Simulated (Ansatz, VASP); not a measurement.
Pd in VASP and in Ansatz

```
Pd
1.0
     0.00000    2.20007    1.94490
     2.20007    0.00000    1.94490
     2.20007    2.20007    0.00000
Pd
1
Direct
  0.00000 0.00000 0.00000
```

Change from the starting cell: strain +0.1312 x Voigt [1, 1, 0, 0, 0, 0], atoms carried along.

Alike in both runs: task single point; functional PBE; k mesh 8 × 8 × 8; occupations gaussian, width 0.15 eV; no spin polarisation.

```csv
,VASP,Ansatz
version,VASP 6.6.1,Ansatz 0.2.0
potentials or method,"VASP PAW PBE potentials, release 64 (Pd), cutoff 500 eV","scalar-relativistic, plane waves, PAW"
valence electrons in the cell,10,18
```

```csv
,VASP,Ansatz,Ansatz less VASP
gap on the k mesh at the Fermi level (eV),none,none,-
pressure (GPa),-18.9,-18.9,+0.04
"traceless stress, the component that is largest in VASP (GPa)",1.09,1.09,-0.007
```

A gap of «none» marks a metal or a gap that the smearing closes. VASP's potentials hold 10 valence electrons a cell and Ansatz's 18, so a difference there can come from the potentials and not from the codes.
